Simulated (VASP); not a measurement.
# LiTaBr4 (Cmmm) in VASP: further runs

Runs on LiTaBr4. Level: PBE. Tasks: single point.

Program: VASP 6.6.1. These are calculated values, not measurements. Logs are shortened: lines on timing, memory, paths and dates and some standing lists are left out, and cuts for length are marked.

**1. The cell of the first run**

The structure is orthorhombic, space group Cmmm (No. 65). Conventional cell: a = 8.952 Å, b = 8.952 Å, c = 4.115 Å, α = 90.00°, β = 90.00°, γ = 90.00°. Li (site symmetry mmm) has 6 Br at 2.70 to 2.73 Å within 3.6 Å. Ta (site symmetry mmm) has 6 Br at 2.70 to 2.73 Å within 3.6 Å. Br (site symmetry 2mm) has 2 Li at 2.70 Å and 1 Ta at 2.73 Å and 1 Br at 3.49 Å within 3.6 Å. Within 3.6 Å of Br (site symmetry m2m) lie 2 Ta at 2.70 Å and 1 Li at 2.73 Å and 1 Br at 3.49 Å.

**2. Single point, PBE, collinear spin**

INCAR reads:

```
SYSTEM = LiTaBr4
PREC = Accurate
ENCUT = 520
EDIFF = 1E-6
ISMEAR = 0
SIGMA = 0.1
LREAL = .False.
LASPH = .True.
NELM = 150
ALGO = Normal
ISIF = 2
LWAVE = .False.
LCHARG = .True.
ISPIN = 2
MAGMOM = 0 1 0 0 0 0
LORBIT = 11
LMAXMIX = 4
GGA = PE
LELF = .True.
LVHAR = .True.
NBANDS = 34
```

KPOINTS reads:

```
Automatic mesh
0
Gamma
  4 4 4
  0 0 0
```

POSCAR reads:

```
LiTaBr4
1.0
    4.4761349600     -4.4761349600      0.0000000000
    4.4761349600      4.4761349600      0.0000000000
    0.0000000000      0.0000000000      4.1146370000
Li Ta Br
1 1 4
Direct
    0.5000000000      0.5000000000      0.5000000000
    0.0000000000      0.0000000000      0.0000000000
    0.6950000000      0.3050000000      0.0000000000
    0.3050000000      0.6950000000      0.0000000000
    0.8050000000      0.8050000000      0.5000000000
    0.1950000000      0.1950000000      0.5000000000
```

Potentials or basis: VASP PAW PBE potentials, release 64 (Li_sv, Ta_pv, Br).

Launch:

```bash
$ cat potpaw_PBE.64/Li_sv/POTCAR potpaw_PBE.64/Ta_pv/POTCAR potpaw_PBE.64/Br/POTCAR > POTCAR
$ mpirun -np 1 vasp_std > vasp.out
```

OUTCAR:

```text
SYSTEM = LiTaBr4
   PREC = Accurate
   ENCUT = 520
   EDIFF = 1E-6
   ISMEAR = 0
   LREAL = .False.
   LASPH = .True.
   NELM = 150
   ISIF = 2
   ISPIN = 2
   LORBIT = 11
   GGA = PE

 ion  position               nearest neighbor table
   1  0.500  0.500  0.500-   3 2.70   4 2.70   3 2.70   4 2.70
   2  0.000  0.000  0.000-   5 2.70   6 2.70   5 2.70   6 2.70   3 2.73   4 2.73
   3  0.695  0.305  0.000-   1 2.70   1 2.70   2 2.73
   4  0.305  0.695  0.000-   1 2.70   1 2.70   2 2.73
   5  0.805  0.805  0.500-   2 2.70   2 2.70
   6  0.195  0.195  0.500-   2 2.70   2 2.70

  LATTYP: Found a simple tetragonal cell.
 ALAT       =     6.3302107674
 C/A-ratio  =     0.6500000002

  Lattice vectors:

 A1 = (   4.4761349600,  -4.4761349600,   0.0000000000)
 A2 = (   4.4761349600,   4.4761349600,   0.0000000000)
 A3 = (   0.0000000000,   0.0000000000,   4.1146370000)

Analysis of symmetry for initial positions (statically):
=====================================================================
 Subroutine PRICEL returns:
 Original cell was already a primitive cell.

 Routine SETGRP: Setting up the symmetry group for a
 simple tetragonal supercell.

 Subroutine GETGRP returns: Found  8 space group operations
 (whereof  8 operations were pure point group operations)
 out of a pool of 16 trial point group operations.

The static configuration has the point symmetry D_2h.

Analysis of symmetry for dynamics (positions and initial velocities):
=====================================================================
 Subroutine PRICEL returns:
 Original cell was already a primitive cell.

 Routine SETGRP: Setting up the symmetry group for a
 simple tetragonal supercell.

 Subroutine GETGRP returns: Found  8 space group operations
 (whereof  8 operations were pure point group operations)
 out of a pool of 16 trial point group operations.

The dynamic configuration has the point symmetry D_2h.

Analysis of structural, dynamic, and magnetic symmetry:
=====================================================================
 Subroutine PRICEL returns:
 Original cell was already a primitive cell.

 Routine SETGRP: Setting up the symmetry group for a
 simple tetragonal supercell.

 Subroutine GETGRP returns: Found  8 space group operations
 (whereof  8 operations were pure point group operations)
 out of a pool of 16 trial point group operations.

[... 134 lines left out ...]
   LRPA    =     F    only Hartree local field effects (RPA)
 spin polarized calculation
 Gauss-broadening in eV      SIGMA  =   0.10
  energy-cutoff  :      520.00
  volume of cell :      164.88
 maximum number of plane-waves:      4480
   NGX = 23   NGY = 23   NGZ = 15

 number of electron      41.9999996 magnetization       2.0000055

 Free energy of the ion-electron system (eV)
  ---------------------------------------------------
  ext. energy  EPLUGINS =         0.00000000
  ---------------------------------------------------
  free energy    TOTEN  =       -25.37236511 eV

  energy without entropy =      -25.35642819  energy(sigma->0) =      -25.36439665

 E-fermi :   2.4402     XC(G=0):  -8.4820

 val. band max:        2.4324083527   @ k =  -0.2500   0.2500   0.2500
 cond. band min:       2.4557958207   @ k =   0.5000   0.2500   0.5000
 fundamental gap:      0.0233874680
 Fermi energy:         2.4402375489

 spin component 1

 k-point     1 :       0.0000    0.0000    0.0000
  band No.  band energies     occupation
      1     -44.4370      1.00000
      2     -33.7329      1.00000
      3     -33.6850      1.00000
      4     -33.6116      1.00000
      5     -14.0861      1.00000
      6     -13.5335      1.00000
[... 745 lines left out ...]
     32       9.9692      0.00000
     33      10.4912      0.00000
 Fermi energy:         2.4402375489

 spin component 2

 k-point     1 :       0.0000    0.0000    0.0000
  band No.  band energies     occupation
      1     -44.4308      1.00000
      2     -32.9033      1.00000
      3     -32.6871      1.00000
      4     -32.6048      1.00000
      5     -14.0588      1.00000
      6     -13.5434      1.00000
[... 745 lines left out ...]
     32      10.2323      0.00000
     33      10.5333      0.00000
 [bands above 33 left out]

------------------------ aborting loop because EDIFF is reached ----------------------------------------

  FORCE on cell =-STRESS in cart. coord.  units (eV):
  Direction    XX          YY          ZZ          XY          YZ          ZX
  --------------------------------------------------------------------------------------
  -------------------------------------------------------------------------------------
  Total       -0.1546283     -4.2173673     -1.8167108      0.0000000      0.0000000      0.0000000
  in kB       -1.5025596    -40.9811497    -17.6534066      0.0000000      0.0000000      0.0000000
  external PRESSURE =     -20.0457053 kB  Pullay stress =       0.0000000 kB

 VOLUME and BASIS-vectors are now :
 -----------------------------------------------------------------------------
  energy-cutoff  :      520.00
  volume of cell :      164.88
      direct lattice vectors                 reciprocal lattice vectors
     4.476134960 -4.476134960  0.000000000     0.111703513 -0.111703513  0.000000000
     4.476134960  4.476134960  0.000000000     0.111703513  0.111703513  0.000000000
     0.000000000  0.000000000  4.114637000     0.000000000  0.000000000  0.243034805

 POSITION                                       TOTAL-FORCE (eV/Angst)
 -----------------------------------------------------------------------------------
      4.47613      0.00000      2.05732        -0.000000      0.000000      0.000000
      0.00000      0.00000      0.00000        -0.000000      0.000000      0.000000
      4.47613     -1.74569      0.00000        -0.000000     -0.841586      0.000000
      4.47613      1.74569      0.00000        -0.000000      0.841586      0.000000
      7.20658      0.00000      2.05732         0.641305      0.000000      0.000000
      1.74569      0.00000      2.05732        -0.641305      0.000000      0.000000
 -----------------------------------------------------------------------------------
    total drift:                               -0.000000     -0.000000     -0.000000

  FREE ENERGIE OF THE ION-ELECTRON SYSTEM (eV)
  ---------------------------------------------------
  free  energy   TOTEN  =       -25.3723651130 eV

  energy  without entropy=      -25.3564281863  energy(sigma->0) =      -25.36439665

 total charge

# of ion       s       p       d       tot
------------------------------------------
    1        2.006   0.034   0.000   2.040
    2        0.235   6.079   2.238   8.552
    3        1.605   3.264   0.012   4.881
    4        1.605   3.264   0.012   4.881
    5        1.608   3.242   0.027   4.876
    6        1.608   3.242   0.027   4.876
--------------------------------------------------
tot          8.666  19.125   2.315  30.106

 magnetization (x)

# of ion       s       p       d       tot
------------------------------------------
    1        0.001   0.001   0.000   0.002
    2        0.034   0.013   1.406   1.453
    3       -0.000  -0.007   0.004  -0.003
    4       -0.000  -0.007   0.004  -0.003
    5       -0.001  -0.030   0.014  -0.017
    6       -0.001  -0.030   0.014  -0.017
--------------------------------------------------
tot          0.032  -0.060   1.443   1.415
```

OSZICAR:

```text
N       E                     dE             d eps       ncg     rms          rms(c)
DAV:   1     0.302094156975E+03    0.30209E+03   -0.18422E+04  2944   0.109E+03
DAV:   2    -0.367251641207E+00   -0.30246E+03   -0.29205E+03  3602   0.251E+02
DAV:   3    -0.246054272064E+02   -0.24238E+02   -0.24000E+02  3922   0.688E+01
DAV:   4    -0.264430531488E+02   -0.18376E+01   -0.18248E+01  5102   0.123E+01
DAV:   5    -0.265053306636E+02   -0.62278E-01   -0.62268E-01  3788   0.186E+00    0.101E+01
DAV:   6    -0.252785040727E+02    0.12268E+01   -0.35171E+00  3200   0.876E+00    0.562E+00
DAV:   7    -0.253252402898E+02   -0.46736E-01   -0.46420E-01  3488   0.274E+00    0.277E+00
DAV:   8    -0.253606083586E+02   -0.35368E-01   -0.14542E-01  3290   0.157E+00    0.120E+00
DAV:   9    -0.253731424554E+02   -0.12534E-01   -0.34416E-02  3466   0.758E-01    0.670E-01
DAV:  10    -0.253719054893E+02    0.12370E-02   -0.38248E-03  3748   0.266E-01    0.443E-01
DAV:  11    -0.253714207815E+02    0.48471E-03   -0.59435E-03  3724   0.251E-01    0.191E-01
DAV:  12    -0.253723458880E+02   -0.92511E-03   -0.21212E-03  3188   0.157E-01    0.129E-01
DAV:  13    -0.253723342965E+02    0.11592E-04   -0.40754E-04  3572   0.804E-02    0.573E-02
DAV:  14    -0.253723479560E+02   -0.13660E-04   -0.12396E-04  3662   0.458E-02    0.222E-02
DAV:  15    -0.253723602662E+02   -0.12310E-04   -0.12477E-05  3340   0.166E-02    0.105E-02
DAV:  16    -0.253723642323E+02   -0.39661E-05   -0.37789E-06  2976   0.942E-03    0.479E-03
DAV:  17    -0.253723651130E+02   -0.88074E-06   -0.14208E-06  2750   0.589E-03
   1 F= -.25372365E+02 E0= -.25364397E+02  d E =-.159369E-01  mag=     2.0000
```

Run time: 4 min. Hardware: 1 thread of Intel Xeon Platinum 8488C (Sapphire Rapids), shared host; peak memory 0.41 GiB.

What came out:

```
Free energy                                           : -25.3724 eV
Largest force                                         : 0.842 eV/Å
Band gap on the k mesh                                : zero (filled and empty bands overlap)
Net moment                                            : 2.00 μB per cell
Site moments                                          : Li +0.00; Ta +1.45; Br -0.00, -0.02 (each value once) μB
Valence electrons inside the program's atomic spheres : Li 2.04; Ta 8.55; Br 4.88
```

Forces on the atoms (eV/Å):
```
Li   0.000  0.000  0.000
Ta   0.000  0.000  0.000
Br   0.000 -0.842  0.000
Br   0.000  0.842  0.000
Br   0.641  0.000  0.000
Br  -0.641  0.000  0.000
```

Levels at points of the mesh, in eV from the Fermi level:
Spin up:
```tsv
k point	band 18	band 19	band 20	band 21	band 22	band 23	band 24	band 25	band 26	band 27
(0.00, 0.00, 0.00)	-2.50	-2.38	-2.18	-1.14	-0.10	0.29	1.74	2.33	2.43	3.74
(0.50, 0.00, 0.00)	-2.70	-2.62	-2.60	-1.12	-0.23	0.31	2.37	2.47	3.47	4.02
(0.50, 0.50, 0.00)	-3.06	-3.05	-2.87	-1.10	-0.06	0.60	1.41	2.42	3.48	4.71
(0.00, 0.00, 0.50)	-3.53	-3.28	-2.92	-0.32	-0.04	0.42	1.48	2.10	3.97	5.41
(0.50, 0.00, 0.50)	-3.14	-3.08	-2.74	-0.40	-0.21	0.09	2.23	2.60	4.14	4.57
(0.50, 0.50, 0.50)	-2.92	-2.77	-2.69	-0.34	-0.30	-0.07	1.79	2.08	3.19	4.16
```
Spin down:
| k point | band 16 | band 17 | band 18 | band 19 | band 20 | band 21 | band 22 | band 23 | band 24 | band 25 |
| --- | --- | --- | --- | --- | --- | --- | --- | --- | --- | --- |
| (0.00, 0.00, 0.00) | -2.83 | -2.74 | -2.52 | -2.37 | -2.19 | 0.46 | 1.23 | 1.48 | 2.24 | 2.88 |
| (0.50, 0.00, 0.00) | -3.43 | -3.17 | -2.68 | -2.60 | -2.60 | 0.52 | 1.10 | 1.44 | 2.97 | 3.01 |
| (0.50, 0.50, 0.00) | -3.08 | -3.06 | -3.05 | -2.90 | -2.85 | 0.55 | 1.28 | 1.71 | 1.97 | 2.92 |
| (0.00, 0.00, 0.50) | -3.72 | -3.50 | -3.40 | -3.24 | -2.90 | 1.10 | 1.35 | 1.60 | 2.19 | 2.71 |
| (0.50, 0.00, 0.50) | -4.10 | -3.22 | -3.14 | -3.04 | -2.73 | 0.78 | 1.24 | 1.51 | 2.85 | 3.28 |
| (0.50, 0.50, 0.50) | -3.26 | -3.19 | -2.79 | -2.75 | -2.67 | 0.77 | 1.11 | 1.49 | 2.31 | 2.68 |

Caveat: the k points lie up to 0.38 Å⁻¹ apart; the cutoff is under 1.25 times the usual one of these potentials, so pressure, stress and relaxed cells hold a basis-set (Pulay) error; spin-orbit coupling is left out, which moves the levels of the heavy elements.

**3. Single point, PBE, collinear spin**

This run uses another cell than the first one, of 28.32 Å³/atom.

INCAR reads:

```
SYSTEM = LiTaBr4
  ALGO = Normal
  EDIFF = 1E-6
  ENCUT = 520
  GGA = PE
  ISIF = 2
  ISMEAR = 0
  ISPIN = 2
  LASPH = .True.
  LCHARG = .False.
  LMAXMIX = 4
  LORBIT = 11
  LREAL = .False.
  LWAVE = .False.
  MAGMOM = 0 1 0 0 0 0
  NBANDS = 34
  NELM = 150
  PREC = Accurate
  SIGMA = 0.1
```

KPOINTS reads:

```
k-points
0
Gamma
  4 4 4
  0 0 0
```

POSCAR reads:

```
LiTaBr4
1.0
    4.8455400443     -4.3546114239      0.0000000000
    4.8455400443      4.3546114239      0.0000000000
    0.0000000000      0.0000000000      4.0267281486
Li Ta Br
1 1 4
Direct
    0.5000000000      0.5000000000      0.5000000000
    0.0000000000      0.0000000000      0.0000000000
    0.6998108536      0.3001891464      0.0000000000
    0.3001891464      0.6998108536      0.0000000000
    0.8212411361      0.8212411361      0.5000000000
    0.1787588639      0.1787588639      0.5000000000
```

Potentials or basis: VASP PAW PBE potentials, release 64 (Li_sv, Ta_pv, Br).

Launch:

```bash
$ cat potpaw_PBE.64/Li_sv/POTCAR potpaw_PBE.64/Ta_pv/POTCAR potpaw_PBE.64/Br/POTCAR > POTCAR
$ mpirun -np 1 vasp_std > vasp.out
```

It took 4.7 min on 1 thread of Intel Xeon Platinum 8488C (Sapphire Rapids), shared host; peak memory 0.4 GiB.

It converged, with:

| Property | Result |
| --- | --- |
| Free energy | -25.5701 eV |
| Largest force | 0.019 eV/Å |
| Band gap on the k mesh | zero (filled and empty bands overlap) |
| Net moment | 2.00 μB per cell |
| Site moments | Li +0.00; Ta +1.42; Br +0.01, -0.01 (each value once) μB |
| Valence electrons inside the program's atomic spheres | Li 2.04; Ta 8.64; Br 4.91, 4.89 (each value once) |

Forces in eV/Å, atoms in the order of the input:
```
Li   0.000  0.000  0.000
Ta   0.000  0.000  0.000
Br   0.000  0.019  0.000
Br   0.000 -0.019  0.000
Br   0.010  0.000  0.000
Br  -0.010  0.000  0.000
```

Levels at points of the mesh, in eV from the Fermi level:
Spin up:
| k point | band 18 | band 19 | band 20 | band 21 | band 22 | band 23 | band 24 | band 25 | band 26 | band 27 |
| --- | --- | --- | --- | --- | --- | --- | --- | --- | --- | --- |
| (0.00, 0.00, 0.00) | -2.84 | -2.83 | -2.51 | -1.18 | -0.02 | 0.33 | 1.94 | 2.33 | 2.63 | 3.63 |
| (0.50, 0.00, 0.00) | -3.05 | -2.97 | -2.92 | -1.17 | -0.20 | 0.32 | 2.57 | 2.64 | 3.84 | 3.93 |
| (0.50, 0.50, 0.00) | -3.37 | -3.27 | -3.02 | -1.15 | 0.00 | 0.65 | 1.61 | 2.61 | 3.65 | 4.37 |
| (0.00, 0.00, 0.50) | -3.64 | -3.50 | -3.42 | -0.25 | -0.06 | 0.36 | 1.76 | 2.34 | 3.99 | 5.05 |
| (0.50, 0.00, 0.50) | -3.50 | -3.40 | -3.07 | -0.36 | -0.19 | 0.06 | 2.50 | 2.89 | 4.06 | 4.63 |
| (0.50, 0.50, 0.50) | -3.40 | -3.17 | -3.10 | -0.24 | -0.23 | -0.06 | 2.07 | 2.31 | 3.37 | 3.87 |
Spin down:
| k point | band 18 | band 19 | band 20 | band 21 | band 22 | band 23 |
| --- | --- | --- | --- | --- | --- | --- |
| (0.00, 0.00, 0.00) | -2.83 | -2.83 | -2.51 | 0.36 | 1.26 | 1.43 |
| (0.50, 0.00, 0.00) | -3.04 | -2.95 | -2.90 | 0.40 | 1.08 | 1.35 |
| (0.50, 0.50, 0.00) | -3.29 | -3.26 | -3.01 | 0.43 | 1.28 | 1.71 |
| (0.00, 0.00, 0.50) | -3.58 | -3.45 | -3.40 | 0.99 | 1.40 | 1.50 |
| (0.50, 0.00, 0.50) | -3.49 | -3.34 | -3.05 | 0.70 | 1.14 | 1.51 |
| (0.50, 0.50, 0.50) | -3.38 | -3.13 | -3.07 | 0.79 | 1.07 | 1.51 |

Caveat: the k points lie up to 0.39 Å⁻¹ apart; the cutoff is under 1.25 times the usual one of these potentials, so pressure, stress and relaxed cells hold a basis-set (Pulay) error; spin-orbit coupling is left out, which moves the levels of the heavy elements.

The gap in the log of VASP goes by the Fermi energy; the results here count the filled bands.